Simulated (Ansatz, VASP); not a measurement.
Al2O3 in VASP and in Ansatz

File INCAR:

```
SYSTEM = Al2O3
PREC = Accurate ; ENCUT = 520
EDIFF = 1E-7 ; ISMEAR = 0
SIGMA = 0.01 ; LREAL = .FALSE.
LASPH = .TRUE. ; NELM = 60
ALGO = Normal ; ISIF = 2
LWAVE = .FALSE. ; LCHARG = .TRUE.
LELF = .TRUE. ; LVHAR = .TRUE.
NBANDS = 20
```

File KPOINTS:

```
regular mesh
0
G
  12 12 4
  0 0 0
```

The input POSCAR:

```
Al2O3
1.0
    3.0174825400      0.0000000000      0.0000000000
   -1.5087412700      2.6132165400      0.0000000000
    0.0000000000      0.0000000000      7.5746360000
Al O
2 3
Direct
    0.0000000000      0.0000000000      0.2779510000
    0.0000000000      0.0000000000      0.7220490000
    0.3333333333      0.6666666667      0.1994540000
    0.6666666667      0.3333333333      0.8005460000
    0.0000000000      0.0000000000      0.5000000000
```

Input for Ansatz:

```yaml
crystal:
  lattice:
    - [3.01748254, 0.0, 0.0]
    - [-1.50874127, 2.61321654, 0.0]
    - [0.0, 0.0, 7.574636]
  atoms:
    - { symbol: Al, position: [0.0, 0.0, 0.277951] }
    - { symbol: Al, position: [0.0, 0.0, 0.722049] }
    - { symbol: O, position: [0.3333333333333333, 0.6666666666666666, 0.199454] }
    - { symbol: O, position: [0.6666666666666666, 0.3333333333333333, 0.800546] }
    - { symbol: O, position: [0.0, 0.0, 0.5] }
kpoints:
  mp_grid:
    grid: [12, 12, 4]
hamiltonian:
  xc: lda
scf:
  occupations:
    method: fixed
output:
  stress: true
```

Alike in both runs: task single point; functional LDA; k mesh 12 × 12 × 4; no spin polarisation.

|  | VASP | Ansatz |
| --- | --- | --- |
| version | VASP 6.6.1 | Ansatz 0.2.0 |
| potentials or method | VASP PAW LDA potentials, release 64 (Al, O) | plane waves, PAW |
| plane-wave cutoff (eV) | 520 | 420 |
| occupations | gaussian, width 0.01 eV | fixed |
| valence electrons in the cell | 24 | 24 |

Ansatz gave:

- pressure (GPa): -8.3
- traceless stress, the component that is largest in VASP (GPa): -0.05

Task: Estimate VASP's values.

Result: Pressure (GPa): -7.6; traceless stress, the component that is largest in VASP (GPa): 0.47.

LDA's correlation is that of Perdew and Zunger in VASP and of Perdew and Wang (1992) in Ansatz.
